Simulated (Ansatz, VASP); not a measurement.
**One calculation of Lu, two programs**

```xyz
3
Lattice="5.4180 0.0000 0.0000 -2.7090 4.6921 0.0000 0.0000 0.0000 3.4002" Properties=species:S:1:pos:R:3 pbc="T T T"
Lu    5.4180    0.0000    3.4002
Lu    0.0000    3.1281    1.7001
Lu    2.7090    1.5640    1.7001
```

Alike in both runs: task single point; functional LDA; k mesh 8 × 8 × 11; occupations fermi-dirac, width 0.1 eV; no spin polarisation.

|  | VASP | Ansatz |
| --- | --- | --- |
| version | VASP 6.6.1 | Ansatz 0.2.0 |
| potentials or method | VASP PAW PBE potentials, release 64 (Lu), cutoff 520 eV | plane waves (420 eV) with PAW, scalar-relativistic |
| valence electrons in the cell | 75 | 75 |

|  | VASP | Ansatz | Ansatz less VASP |
| --- | --- | --- | --- |
| pressure (GPa) | -4.7 | -4.9 | -0.20 |
| traceless stress, the component that is largest in VASP (GPa) | 0.27 | 0.31 | +0.040 |

VASP's potentials were made for PBE, not for LDA, and Ansatz warns of the same on its side. LDA's correlation is that of Perdew and Zunger in VASP and of Perdew and Wang (1992) in Ansatz.

Spin-orbit coupling is off throughout.
